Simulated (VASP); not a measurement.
# InAs (dlda) (F-43m) in VASP: further runs

Runs on InAs (dlda). Level: LDA. Tasks: single point, relaxation of cell and atoms.

Everything below comes from runs of VASP 6.6.1. Logs are shortened: lines on timing, memory, paths and dates and some standing lists are left out, and cuts for length are marked.

## 1. The cell of the first run

The structure is cubic, space group F-43m (No. 216). Conventional cell: a = 6.107 Å, b = 6.107 Å, c = 6.107 Å, α = 90.00°, β = 90.00°, γ = 90.00°. Within 3.5 Å of In (site symmetry -43m) lie 4 As at 2.64 Å. Within 3.5 Å of As (site symmetry -43m) lie 4 In at 2.64 Å.

## 2. Single point, LDA

Input file INCAR:

```
ALGO     = Normal         # electronic algorithm
EDIFF    = 1E-6           # SCF threshold, eV
ENCUT    = 520            # plane-wave cutoff, eV
GGA      = CA             # functional
ISIF     = 2              # what is computed and relaxed
ISMEAR   = 0              # smearing method
LASPH    = T              # aspherical terms in the spheres
LCHARG   = F              # write CHGCAR
LREAL    = F              # projectors in reciprocal space
LWAVE    = F              # write WAVECAR
NBANDS   = 16             # bands
NELM     = 60             # most SCF steps
PREC     = Accurate       # precision mode
SIGMA    = 0.1            # smearing width, eV
```

Input file KPOINTS:

```
k-points
0
Gamma
  6 6 6
```

Input file POSCAR:

```
InAs
1.0
    0.0000000000      3.0535616600      3.0535616600
    3.0535616600      0.0000000000      3.0535616600
    3.0535616600      3.0535616600      0.0000000000
In As
1 1
Direct
    0.2500000000      0.2500000000      0.2500000000
    0.0000000000      0.0000000000      0.0000000000
```

Potentials or basis: VASP PAW LDA potentials, release 64 (In_d, As).

Command:

```
$ cat potpaw_LDA.64/In_d/POTCAR potpaw_LDA.64/As/POTCAR > POTCAR
$ mpirun -np 1 vasp_std > vasp.out
```

OUTCAR:

```text
EDIFF = 1E-6
   ENCUT = 520
   GGA = CA
   ISIF = 2
   ISMEAR = 0
   LASPH = T
   LREAL = F
   NELM = 60
   PREC = Accurate

 ion  position               nearest neighbor table
   1  0.250  0.250  0.250-   2 2.64   2 2.64   2 2.64   2 2.64
   2  0.000  0.000  0.000-   1 2.64   1 2.64   1 2.64   1 2.64

  LATTYP: Found a face centered cubic cell.
 ALAT       =     6.1071233200

  Lattice vectors:

 A1 = (   0.0000000000,   3.0535616600,   3.0535616600)
 A2 = (   3.0535616600,   0.0000000000,   3.0535616600)
 A3 = (   3.0535616600,   3.0535616600,   0.0000000000)

Analysis of symmetry for initial positions (statically):
=====================================================================
 Subroutine PRICEL returns:
 Original cell was already a primitive cell.

 Routine SETGRP: Setting up the symmetry group for a
 face centered cubic supercell.

 Subroutine GETGRP returns: Found 24 space group operations
 (whereof 24 operations were pure point group operations)
 out of a pool of 48 trial point group operations.

The static configuration has the point symmetry T_d .

Analysis of symmetry for dynamics (positions and initial velocities):
=====================================================================
 Subroutine PRICEL returns:
 Original cell was already a primitive cell.

 Routine SETGRP: Setting up the symmetry group for a
 face centered cubic supercell.

 Subroutine GETGRP returns: Found 24 space group operations
 (whereof 24 operations were pure point group operations)
 out of a pool of 48 trial point group operations.

The dynamic configuration has the point symmetry T_d .

 Subroutine INISYM returns: Found 24 space group operations
 (whereof 24 operations are pure point group operations),
 and found     1 'primitive' translations

----------------------------------------------------------------------------------------

                                     Primitive cell

  volume of cell :      56.9443

  direct lattice vectors                    reciprocal lattice vectors
     0.000000000  3.053561660  3.053561660    -0.163743214  0.163743214  0.163743214
     3.053561660  0.000000000  3.053561660     0.163743214 -0.163743214  0.163743214
     3.053561660  3.053561660  0.000000000     0.163743214  0.163743214 -0.163743214

  length of vectors
     4.318388313  4.318388313  4.318388313     0.283611566  0.283611566  0.283611566
[... 69 lines left out ...]
   LASPH  =      T    aspherical Exc in radial PAW
   ENCUT  =  520.0 eV  38.22 Ry    6.18 a.u.   8.03  8.03  8.03*2*pi/ulx,y,z
   NELM   =     60;   NELMIN=  2; NELMDL= -5     # of ELM steps
   EDIFF  = 0.1E-05   stopping-criterion for ELM
   LREAL  =      F    real-space projection
   EDIFFG = 0.1E-04   stopping-criterion for IOM
   NSW    =      0    number of steps for IOM
   IBRION =     -1    ionic relax: 0-MD 1-quasi-New 2-CG
   NFREE  =      0    steps in history (QN), initial steepest desc. (CG)
   ISIF   =      2    stress and relaxation
   ISYM   =      2    0-nonsym 1-usesym 2-fastsym
   POTIM  = 0.5000    time-step for ionic-motion
   TEBEG  =    0.0;   TEEND  =   0.0 temperature during run
   PSTRESS=    0.0 pullay stress
   NELECT =      18.0000    total number of electrons
   NUPDOWN=      -1.0000    fix difference up-down
   EMIN   =  10.00;   EMAX   =-10.00  energy-range for DOS
   EFERMI =   0.00;   METHOD = LEGACY
   ISMEAR =     0;   SIGMA  =   0.10  broadening in eV -4-tet -1-fermi 0-gaus
   EFERMI_NEDOS =   21; number of points for ismear=-14 and -15
   IALGO  =     38    algorithm
   IMIX   =      4    mixing-type and parameters
     AMIX     =   0.40;   BMIX     =  1.00
     AMIX_MAG =   1.60;   BMIX_MAG =  1.00
  volume/ion in A,a.u.               =      28.47       192.14
  Fermi-wavevector in a.u.,A,eV,Ry     =   1.115190  2.107404 16.920877  1.243649
  Thomas-Fermi vector in A             =   2.251793
   LORBIT       =      0    0 simple, 1 ext, 2 COOP (PROOUT), +10 PAW based schemes
   GGA     = CA    functional components
   LHFCALC =     F    Hartree Fock is set to
   AEXX    =    0.0000 exact exchange contribution
   IVDW    =     0    specifies the selected vdW correction
   LEPSILON=     F    determine dielectric tensor
   LRPA    =     F    only Hartree local field effects (RPA)
 non-spin polarized calculation
 Gauss-broadening in eV      SIGMA  =   0.10
  energy-cutoff  :      520.00
  volume of cell :       56.94
 maximum number of plane-waves:      1544
   NGX = 17   NGY = 17   NGZ = 17

 number of electron      17.9999995 magnetization

 Free energy of the ion-electron system (eV)
  ---------------------------------------------------
  ext. energy  EPLUGINS =         0.00000000
  ---------------------------------------------------
  free energy    TOTEN  =        -8.99703388 eV

  energy without entropy =       -8.99631965  energy(sigma->0) =       -8.99667677

 E-fermi :   4.0764     XC(G=0):  -9.2842

 val. band max:        4.0459232285   @ k =   0.0000   0.0000   0.0000
 cond. band min:       4.7848849934   @ k =   0.5000   0.0000   0.0000
 fundamental gap:      0.7389617649
 Fermi energy:         4.0763812574

 k-point     1 :       0.0000    0.0000    0.0000
  band No.  band energies     occupation
      1     -10.2593      2.00000
      2     -10.2593      2.00000
      3     -10.2593      2.00000
      4     -10.1431      2.00000
      5     -10.1431      2.00000
      6      -7.6810      2.00000
[... 281 lines left out ...]
      3     -10.1902      2.00000
      4     -10.1634      2.00000
      5     -10.1308      2.00000
      6      -5.7428      2.00000
[... 8 lines left out ...]
     15      15.4620      0.00000
     16      15.6368      0.00000

------------------------ aborting loop because EDIFF is reached ----------------------------------------

  FORCE on cell =-STRESS in cart. coord.  units (eV):
  Direction    XX          YY          ZZ          XY          YZ          ZX
  --------------------------------------------------------------------------------------
  -------------------------------------------------------------------------------------
  Total       -0.7145552     -0.7145552     -0.7145552      0.0000000     -0.0000000      0.0000000
  in kB      -20.1046394    -20.1046394    -20.1046394      0.0000000     -0.0000000      0.0000000
  external PRESSURE =     -20.1046394 kB  Pullay stress =       0.0000000 kB

 VOLUME and BASIS-vectors are now :
 -----------------------------------------------------------------------------
  energy-cutoff  :      520.00
  volume of cell :       56.94
      direct lattice vectors                 reciprocal lattice vectors
     0.000000000  3.053561660  3.053561660    -0.163743214  0.163743214  0.163743214
     3.053561660  0.000000000  3.053561660     0.163743214 -0.163743214  0.163743214
     3.053561660  3.053561660  0.000000000     0.163743214  0.163743214 -0.163743214

 POSITION                                       TOTAL-FORCE (eV/Angst)
 -----------------------------------------------------------------------------------
      1.52678      1.52678      1.52678        -0.000000     -0.000000     -0.000000
      0.00000      0.00000      0.00000         0.000000      0.000000      0.000000
 -----------------------------------------------------------------------------------
    total drift:                                0.000000      0.000000     -0.000000

  FREE ENERGIE OF THE ION-ELECTRON SYSTEM (eV)
  ---------------------------------------------------
  free  energy   TOTEN  =        -8.9970338839 eV

  energy  without entropy=       -8.9963196536  energy(sigma->0) =       -8.99667677
```

OSZICAR:

```text
N       E                     dE             d eps       ncg     rms          rms(c)
DAV:   1     0.106800917487E+03    0.10680E+03   -0.87128E+03   512   0.127E+03
DAV:   2    -0.186130936065E+01   -0.10866E+03   -0.10420E+03   560   0.297E+02
DAV:   3    -0.912593014039E+01   -0.72646E+01   -0.72344E+01   672   0.729E+01
DAV:   4    -0.929568090837E+01   -0.16975E+00   -0.16964E+00   600   0.129E+01
DAV:   5    -0.930367849746E+01   -0.79976E-02   -0.79975E-02   776   0.247E+00    0.456E+00
DAV:   6    -0.903706549702E+01    0.26661E+00   -0.36144E-01   808   0.101E+01    0.250E+00
DAV:   7    -0.900046735363E+01    0.36598E-01   -0.99540E-02   744   0.273E+00    0.647E-01
DAV:   8    -0.899712458434E+01    0.33428E-02   -0.10897E-02   672   0.119E+00    0.242E-01
DAV:   9    -0.899700630580E+01    0.11828E-03   -0.83647E-04   640   0.251E-01    0.142E-01
DAV:  10    -0.899703264345E+01   -0.26338E-04   -0.93745E-05   800   0.135E-01    0.729E-02
DAV:  11    -0.899703584943E+01   -0.32060E-05   -0.29264E-05   616   0.104E-01    0.644E-02
DAV:  12    -0.899703387654E+01    0.19729E-05   -0.38290E-06   592   0.261E-02    0.886E-03
DAV:  13    -0.899703388391E+01   -0.73733E-08   -0.53638E-07   352   0.448E-03
   1 F= -.89970339E+01 E0= -.89966768E+01  d E =-.714230E-03
```

stdout:

```text
POSCAR found type information on POSCAR InAs
 POSCAR found :  2 types and       2 ions
 scaLAPACK will be used
 LDA part: xc-table for (Slater(with rela. corr.)+CA(PZ))
 , standard interpolation
 POSCAR, INCAR and KPOINTS ok, starting setup
 FFT: planning ... GRIDC
 FFT: planning ... GRID_SOFT
 FFT: planning ... GRID
 WAVECAR not read
 entering main loop
```

Run time: 9.8 s. Hardware: 1 thread of Intel Xeon Platinum 8259CL at 2.50GHz (Skylake/Cascade Lake), shared host; peak memory 0.16 GiB.

Results:

| Quantity | Value |
| --- | --- |
| Free energy | -8.9970 eV |
| Pressure | -2.0 GPa |
| Band gap on the k mesh | zero (filled and empty bands touch) |

Levels at points of the mesh, in eV from the Fermi level:
| k point | band 7 | band 8 | band 9 | band 10 | band 11 | band 12 |
| --- | --- | --- | --- | --- | --- | --- |
| (0.00, 0.00, 0.00) | -0.58 | -0.03 | -0.03 | -0.03 | 3.77 | 3.77 |
| (0.50, 0.00, 0.00) | -5.73 | -0.99 | -0.99 | 0.71 | 4.55 | 4.55 |
| (0.50, 0.50, 0.00) | -5.83 | -2.28 | -2.28 | 1.43 | 1.91 | 8.78 |

Caveat: spin-orbit coupling is left out, which moves the levels of the heavy elements.

## 3. Single point, LDA

This run uses another cell than the first one, of 27.35 Å³/atom, 0.961 times its volume.

Input file INCAR:

```
  ALGO = Normal
  EDIFF = 1E-7
  ENCUT = 520
  ISIF = 2
  ISMEAR = 0
  LASPH = T
  LCHARG = F
  LREAL = F
  LWAVE = F
  NBANDS = 16
  NELM = 100
  PREC = Accurate
  SIGMA = 0.1
```

Input file KPOINTS:

```
k-points
0
Gamma
  10 10 10
```

Input file POSCAR:

```
InAs
1.0
    0.0000000000      3.0130238431      3.0130238431
    3.0130238431      0.0000000000      3.0130238431
    3.0130238431      3.0130238431      0.0000000000
In As
1 1
Direct
    0.2500000000      0.2500000000      0.2500000000
    0.0000000000      0.0000000000      0.0000000000
```

Potentials or basis: VASP PAW LDA potentials, release 64 (In_d, As).

Command:

```
$ cat potpaw_LDA.64/In_d/POTCAR potpaw_LDA.64/As/POTCAR > POTCAR
$ mpirun -np 1 vasp_std > vasp.out
```

OUTCAR:

```text
EDIFF = 1E-7
   ENCUT = 520
   ISIF = 2
   ISMEAR = 0
   LASPH = T
   LREAL = F
   NELM = 100
   PREC = Accurate

 ion  position               nearest neighbor table
   1  0.250  0.250  0.250-   2 2.61   2 2.61   2 2.61   2 2.61
   2  0.000  0.000  0.000-   1 2.61   1 2.61   1 2.61   1 2.61

  LATTYP: Found a face centered cubic cell.
 ALAT       =     6.0260476862

  Lattice vectors:

 A1 = (   0.0000000000,   3.0130238431,   3.0130238431)
 A2 = (   3.0130238431,   0.0000000000,   3.0130238431)
 A3 = (   3.0130238431,   3.0130238431,   0.0000000000)

Analysis of symmetry for initial positions (statically):
=====================================================================
 Subroutine PRICEL returns:
 Original cell was already a primitive cell.

 Routine SETGRP: Setting up the symmetry group for a
 face centered cubic supercell.

 Subroutine GETGRP returns: Found 24 space group operations
 (whereof 24 operations were pure point group operations)
 out of a pool of 48 trial point group operations.

The static configuration has the point symmetry T_d .

Analysis of symmetry for dynamics (positions and initial velocities):
=====================================================================
 Subroutine PRICEL returns:
 Original cell was already a primitive cell.

 Routine SETGRP: Setting up the symmetry group for a
 face centered cubic supercell.

 Subroutine GETGRP returns: Found 24 space group operations
 (whereof 24 operations were pure point group operations)
 out of a pool of 48 trial point group operations.

The dynamic configuration has the point symmetry T_d .

 Subroutine INISYM returns: Found 24 space group operations
 (whereof 24 operations are pure point group operations),
 and found     1 'primitive' translations

----------------------------------------------------------------------------------------

                                     Primitive cell

  volume of cell :      54.7063
[... 102 lines left out ...]
   EMIN   =  10.00;   EMAX   =-10.00  energy-range for DOS
   EFERMI =   0.00;   METHOD = LEGACY
   ISMEAR =     0;   SIGMA  =   0.10  broadening in eV -4-tet -1-fermi 0-gaus
   EFERMI_NEDOS =   21; number of points for ismear=-14 and -15
   IALGO  =     38    algorithm
   IMIX   =      4    mixing-type and parameters
     AMIX     =   0.40;   BMIX     =  1.00
     AMIX_MAG =   1.60;   BMIX_MAG =  1.00
  volume/ion in A,a.u.               =      27.35       184.59
  Fermi-wavevector in a.u.,A,eV,Ry     =   1.130194  2.135757 17.379253  1.277339
  Thomas-Fermi vector in A             =   2.266890
   LORBIT       =      0    0 simple, 1 ext, 2 COOP (PROOUT), +10 PAW based schemes
   GGA     = CA    functional components
   LHFCALC =     F    Hartree Fock is set to
   AEXX    =    0.0000 exact exchange contribution
   IVDW    =     0    specifies the selected vdW correction
   LEPSILON=     F    determine dielectric tensor
   LRPA    =     F    only Hartree local field effects (RPA)
 non-spin polarized calculation
 Gauss-broadening in eV      SIGMA  =   0.10
  energy-cutoff  :      520.00
  volume of cell :       54.71
 maximum number of plane-waves:      1490
   NGX = 15   NGY = 15   NGZ = 15

 number of electron      17.9999992 magnetization

 Free energy of the ion-electron system (eV)
  ---------------------------------------------------
  ext. energy  EPLUGINS =         0.00000000
  ---------------------------------------------------
  free energy    TOTEN  =        -9.02902056 eV

  energy without entropy =       -9.02881741  energy(sigma->0) =       -9.02891899

 E-fermi :   4.4852     XC(G=0):  -9.4569

 val. band max:        4.4448874650   @ k =   0.0000   0.0000   0.0000
 cond. band min:       5.2747731774   @ k =   0.5000   0.0000   0.0000
 fundamental gap:      0.8298857124
 Fermi energy:         4.4852131725

 k-point     1 :       0.0000    0.0000    0.0000
  band No.  band energies     occupation
      1      -9.9339      2.00000
      2      -9.9339      2.00000
      3      -9.9339      2.00000
      4      -9.8009      2.00000
      5      -9.8009      2.00000
      6      -7.5374      2.00000
[... 433 lines left out ...]
      3      -9.8682      2.00000
      4      -9.8296      2.00000
      5      -9.7829      2.00000
      6      -6.0411      2.00000
[... 8 lines left out ...]
     15      15.5769      0.00000
     16      16.4425      0.00000

 [... further k-points ...]
[... 5 lines left out ...]
  --------------------------------------------------------------------------------------
  -------------------------------------------------------------------------------------
  Total        0.0493725      0.0493725      0.0493725     -0.0000000     -0.0000000     -0.0000000
  in kB        1.4459655      1.4459655      1.4459655     -0.0000000     -0.0000000     -0.0000000
  external PRESSURE =       1.4459655 kB  Pullay stress =       0.0000000 kB

 VOLUME and BASIS-vectors are now :
 -----------------------------------------------------------------------------
  energy-cutoff  :      520.00
  volume of cell :       54.71
      direct lattice vectors                 reciprocal lattice vectors
     0.000000000  3.013023843  3.013023843    -0.165946247  0.165946247  0.165946247
     3.013023843  0.000000000  3.013023843     0.165946247 -0.165946247  0.165946247
     3.013023843  3.013023843  0.000000000     0.165946247  0.165946247 -0.165946247

 POSITION                                       TOTAL-FORCE (eV/Angst)
 -----------------------------------------------------------------------------------
      1.50651      1.50651      1.50651        -0.000000     -0.000000     -0.000000
      0.00000      0.00000      0.00000         0.000000      0.000000      0.000000
 -----------------------------------------------------------------------------------
    total drift:                                0.000000      0.000000      0.000000

  FREE ENERGIE OF THE ION-ELECTRON SYSTEM (eV)
  ---------------------------------------------------
  free  energy   TOTEN  =        -9.0290205622 eV

  energy  without entropy=       -9.0288174122  energy(sigma->0) =       -9.02891899
```

OSZICAR:

```text
N       E                     dE             d eps       ncg     rms          rms(c)
DAV:   1     0.108245488388E+03    0.10825E+03   -0.87750E+03  1504   0.128E+03
DAV:   2    -0.183168552107E+01   -0.11008E+03   -0.10545E+03  1592   0.305E+02
DAV:   3    -0.917269019990E+01   -0.73410E+01   -0.73070E+01  2048   0.746E+01
DAV:   4    -0.933996985909E+01   -0.16728E+00   -0.16725E+00  1704   0.126E+01
DAV:   5    -0.934678849830E+01   -0.68186E-02   -0.68185E-02  2352   0.231E+00    0.490E+00
DAV:   6    -0.907179583585E+01    0.27499E+00   -0.36696E-01  2368   0.105E+01    0.268E+00
DAV:   7    -0.903243065777E+01    0.39365E-01   -0.10824E-01  2136   0.296E+00    0.653E-01
DAV:   8    -0.902914853962E+01    0.32821E-02   -0.12049E-02  1832   0.126E+00    0.275E-01
DAV:   9    -0.902899678732E+01    0.15175E-03   -0.90330E-04  1928   0.249E-01    0.161E-01
DAV:  10    -0.902902034610E+01   -0.23559E-04   -0.11104E-04  2280   0.162E-01    0.783E-02
DAV:  11    -0.902902276528E+01   -0.24192E-05   -0.35103E-05  1992   0.117E-01    0.646E-02
DAV:  12    -0.902902054869E+01    0.22166E-05   -0.46685E-06  2096   0.297E-02    0.994E-03
DAV:  13    -0.902902056221E+01   -0.13521E-07   -0.67651E-07  1944   0.484E-03
   1 F= -.90290206E+01 E0= -.90289190E+01  d E =-.203150E-03
```

Wall time 24 s (1 thread of Intel Xeon Platinum 8259CL at 2.50GHz (Skylake/Cascade Lake), shared host); peak memory 0.18 GiB.

Results:

```
Free energy            : -9.0290 eV
Pressure               : 0.1 GPa
Band gap on the k mesh : zero (filled and empty bands touch)
```

Levels at points of the mesh, in eV from the Fermi level:
```tsv
k point	band 7	band 8	band 9	band 10	band 11	band 12
(0.00, 0.00, 0.00)	-0.38	-0.04	-0.04	-0.04	3.79	3.79
(0.50, 0.00, 0.00)	-5.93	-1.06	-1.06	0.79	4.57	4.57
(0.50, 0.50, 0.00)	-6.00	-2.42	-2.42	1.36	1.92	9.03
```

Caveat: spin-orbit coupling is left out, which moves the levels of the heavy elements.

(Part 1 of 2 ends here.)
